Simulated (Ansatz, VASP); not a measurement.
## PF2 in VASP and in Ansatz

File INCAR:

```
PREC = Accurate
ENCUT = 600
EDIFF = 1E-7
ISMEAR = 0
SIGMA = 0.1
LREAL = False
LASPH = True
NELM = 80
ALGO = Normal
ISIF = 3
LWAVE = False
LCHARG = False
GGA = PE
IVDW = 12
IBRION = 2
NSW = 100
EDIFFG = -0.01
```

File KPOINTS:

```
Automatic mesh
0
Gamma
  12 12 18
```

The input POSCAR:

```
PF2
1.0
    3.8736313658      0.0000000000      0.0000000000
   -1.9368156829      3.3546631677      0.0000000000
    0.0000000000      0.0000000000      2.4264091446
P F
1 2
Direct
    0.0000000000      0.0000000000      0.0000000000
    0.3333333333      0.6666666667      0.5000000000
    0.6666666667      0.3333333333      0.5000000000
```

Input for Ansatz:

```yaml
crystal:
  lattice:
    - [3.8736313658, 0.0, 0.0]
    - [-1.9368156829, 3.3546631677, 0.0]
    - [0.0, 0.0, 2.4264091446]
  atoms:
    - { symbol: P, position: [0.0, 0.0, 0.0] }
    - { symbol: F, position: [0.3333333333, 0.6666666667, 0.5] }
    - { symbol: F, position: [0.6666666667, 0.3333333333, 0.5] }
basis:
  ecutwfc: 420
kpoints:
  mp_grid: { grid: [12, 12, 18] }
hamiltonian:
  xc: pbe
  dispersion: d3bj
scf:
  occupations: { method: gaussian, width: 0.1 }
output:
  forces: true
  stress: true
  eigenvalues: true
relax:
  adjacent_minimum: "off"
  f_tol: 0.01
  max_steps: 80
  cell: { stress_tol: 0.05 }
```

Change from the starting cell: species swapped into the DyHg2 type (P6/mmm, No. 191).

Alike in both runs: task relaxation of cell and atoms; functional PBE; dispersion D3(BJ); k mesh 12 × 12 × 18; occupations gaussian, width 0.1 eV; no spin polarisation.

```csv
,VASP,Ansatz
version,VASP 6.6.1,Ansatz 0.2.0
potentials or method,"VASP PAW PBE potentials, release 64 (P, F), cutoff 600 eV","scalar-relativistic, plane waves, PAW"
valence electrons in the cell,19,19
```

|  | VASP | Ansatz | Ansatz less VASP |
| --- | --- | --- | --- |
| gap on the k mesh at the Fermi level, each at its own relaxed structure (eV) | none | none | - |
| relaxed volume (Å³/atom) | 10.44 | 10.48 | +0.033 |
| relaxed cell length with the largest relative difference (Å) | 2.409 | 2.413 | +0.0031 |

A gap of «none» marks a metal or a gap that the smearing closes.
